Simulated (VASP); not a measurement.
Write the native input for VASP 6.6.1 that does the following.

```yaml
Task: relaxation of cell and atoms
Functional: revPBE
Dispersion: D3(BJ)
Potentials_or_basis: VASP PAW PBE potentials, release 64 (Cd, F)
Cutoff: 600 eV
k_mesh: 9 × 9 × 9
Occupations: fermi-dirac, width 0.05 eV
Spin: no spin polarisation
Dipole_correction: no
Further_INCAR_settings: ALGO = Normal; EDIFF = 1e-06; IBRION = 2; EDIFFG = -0.01; NSW = 60; ISIF = 3
```

The structure of CdF2 lies in POSCAR:

```
CdF2
1.0
    0.0000000000      2.6940000000      2.6940000000
    2.6940000000      0.0000000000      2.6940000000
    2.6940000000      2.6940000000      0.0000000000
Cd F
1 2
Direct
    0.0000000000      0.0000000000      0.0000000000
    0.7500000000      0.7500000000      0.7500000000
    0.2500000000      0.2500000000      0.2500000000
```

These files were run (other wordings do the same):

INCAR

```
SYSTEM = CdF2
PREC = Accurate
ENCUT = 600
EDIFF = 1E-6
ISMEAR = -1
SIGMA = 0.05
LREAL = .False.
LASPH = .True.
NELM = 100
ALGO = Normal
ISIF = 3
LWAVE = .False.
LCHARG = .False.
GGA = RE
IVDW = 12
IBRION = 2
NSW = 60
EDIFFG = -0.01
```

KPOINTS

```
Automatic mesh
0
Gamma
  9 9 9
  0 0 0
```

Potentials or basis: VASP PAW PBE potentials, release 64 (Cd, F).

Command:

```console
$ cat potpaw_PBE.64/Cd/POTCAR potpaw_PBE.64/F/POTCAR > POTCAR
$ mpirun -np 1 vasp_std > vasp.out
```

Results of the run:

* Relaxed volume: 13.74 Å³/atom
* Relaxed cell: a = 3.878 Å, b = 3.878 Å, c = 3.878 Å, α = 60.00°, β = 60.00°, γ = 60.00°
* Space group after relaxing (to 0.1 Å): Fm-3m (No. 225)
* Energy gained by relaxing: 11.8 meV/atom
* Ionic steps: 3
* Pressure after relaxing: 0.0 GPa
* Band gap on the k mesh: 3.06 eV (least direct gap 3.60 eV)
* Dispersion energy per atom: -0.313 eV

Caveat: the PAW data sets were made with another functional, which shifts forces and pressure a little; an odd mesh through Γ misses points on the zone boundary, where band edges can lie.

Run time: 36 s on 1 thread of Intel(R) Xeon(R) 6975P-C (Granite Rapids), with other jobs on the host, peak memory 0.2 GiB.
